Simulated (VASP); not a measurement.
Input of a VASP 6.6.1 run:

File INCAR:

```
PREC = Accurate ; ENCUT = 520
EDIFF = 1E-6 ; ISMEAR = -1
SIGMA = 0.05 ; LREAL = False
LASPH = True ; NELM = 60
ALGO = Normal ; ISIF = 2
LWAVE = False ; LCHARG = False
GGA = PE ; IVDW = 12
NBANDS = 11
```

File KPOINTS:

```
Automatic mesh
0
Gamma
  12 12 12
```

POSCAR

```
Pd
1.0
    0.0000000000      1.9334358480      1.9334358480
    1.9334358480      0.0000000000      1.9334358480
    1.9334358480      1.9334358480      0.0000000000
Pd
1
Direct
    0.0000000000      0.0000000000      0.0000000000
```

Potentials or basis: VASP PAW PBE potentials, release 64 (Pd).

The run is started by

```sh
$ cat potpaw_PBE.64/Pd/POTCAR > POTCAR
$ mpirun -np 1 vasp_std > vasp.out
```

Task: What does it give for the band gap on the k mesh?

Result: Zero (band 5 reaches 10.42 eV, above the bottom of band 6 at 8.78 eV).

Task: Predict the pressure.

Result: 3.0 GPa.

Task: What does it give for the dispersion energy per atom?

Result: -0.682 eV.

Caveat: pairwise dispersion overbinds metals, which lowers pressure and volume.
